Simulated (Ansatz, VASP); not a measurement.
# One calculation of NaCl, two programs

```xyz
2
Lattice="-0.0854 3.0019 3.0019 3.0019 -0.0854 3.0019 3.0019 3.0019 -0.0854" Properties=species:S:1:pos:R:3 pbc="T T T"
Na   -0.0216   -0.0216   -0.0216
Cl    1.5011    1.5011    1.5011
```

Change from the starting cell: shear_111 strain -4.2%.

Alike in both runs: task single point; functional PBE; k mesh 8 × 8 × 8; occupations fermi-dirac, width 0.02 eV; no spin polarisation.

|  | VASP | Ansatz |
| --- | --- | --- |
| version | VASP 6.6.1 | Ansatz 0.2.0 |
| potentials or method | VASP PAW PBE potentials, release 64 (Na_pv, Cl) | plane waves, PAW |
| plane-wave cutoff (eV) | 520 | 420 |
| valence electrons in the cell | 14 | 16 |

|  | VASP | Ansatz | Ansatz less VASP |
| --- | --- | --- | --- |
| gap on the k mesh at the Fermi level (eV) | 4.96 | 4.96 | +0.001 |
| pressure (GPa) | 1.6 | 1.6 | +0.01 |
| traceless stress, the component that is largest in VASP (GPa) | 0.11 | 0.11 | +0.001 |

VASP's potentials hold 14 valence electrons a cell and Ansatz's 16, so a difference there can come from the potentials and not from the codes.
